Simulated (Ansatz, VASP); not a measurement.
Two plane-wave programs on ScTiSe

```
CELL_PARAMETERS angstrom
4.36770 0.00000 0.00000
-2.18385 3.78254 0.00000
0.00000 0.00000 3.55051
ATOMIC_POSITIONS crystal
Sc 0.00000 0.00000 0.00000
Ti 0.33333 0.66667 0.50000
Se 0.66667 0.33333 0.50000
```

Change from the starting cell: species swapped into the YbPPt type (P-6m2, No. 187).

Alike in both runs: task relaxation of cell and atoms; functional PBE; k mesh 12 × 12 × 14; occupations gaussian, width 0.1 eV; no spin polarisation.

|  | VASP | Ansatz |
| --- | --- | --- |
| version | VASP 6.6.1 | Ansatz 0.2.0 |
| potentials or method | VASP PAW PBE potentials, release 64 (Sc_sv, Ti_sv, Se), cutoff 600 eV | scalar-relativistic, plane waves, PAW |
| valence electrons in the cell | 29 | 39 |

|  | VASP | Ansatz | Ansatz less VASP |
| --- | --- | --- | --- |
| gap on the k mesh at the Fermi level, each at its own relaxed structure (eV) | none | none | - |
| relaxed volume (Å³/atom) | 19.51 | 19.48 | -0.034 |
| relaxed cell length with the largest relative difference (Å) | 3.549 | 3.545 | -0.0033 |

A gap of «none» marks a metal or a gap that the smearing closes. VASP's potentials hold 29 valence electrons a cell and Ansatz's 39, so a difference there can come from the potentials and not from the codes.
